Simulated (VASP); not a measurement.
HgTe, 2 atoms in the cell. The structure is cubic, space group F-43m (No. 216). Conventional cell: a = 6.429 Å, b = 6.429 Å, c = 6.429 Å, α = 90.00°, β = 90.00°, γ = 90.00°. Within 3.7 Å of Hg (site symmetry -43m) lie 4 Te at 2.78 Å. Within 3.7 Å of Te (site symmetry -43m) lie 4 Hg at 2.78 Å. 

| Property | Result |
| --- | --- |
| Program | VASP 6.6.1 |
| Task | single point |
| Functional | PBE |
| Potentials or basis | VASP PAW PBE potentials, release 64 (Hg, Te) |
| Cutoff | 520 eV |
| k mesh | 7 × 7 × 7 |
| Occupations | fermi-dirac, width 0.05 eV |
| Spin | non-collinear spin, zero start, spin-orbit coupling |
| Starting moments | [[0.0, 0.0, 0.0], [0.0, 0.0, 0.0]] μB |
| Dipole correction | no |
| Further INCAR settings | ALGO = Normal; EDIFF = 1e-06; NBANDS = 30 |

Potentials or basis: VASP PAW PBE potentials, release 64 (Hg, Te).

Launch:

```sh
$ cat potpaw_PBE.64/Hg/POTCAR potpaw_PBE.64/Te/POTCAR > POTCAR
$ mpirun -np 1 vasp_ncl > vasp.out
```

Hardware: 1 thread of Intel(R) Xeon(R) Platinum 8259CL CPU @ 2.50GHz (Skylake/Cascade Lake) (shared host).

**Question.** How long does it take, and how much memory?

**Answer.** It took 4.5 min on 1 thread of Intel(R) Xeon(R) Platinum 8259CL CPU @ 2.50GHz (Skylake/Cascade Lake), with other jobs on the host, peak memory 0.42 GiB. Counts: scf iterations 13, k points 30.
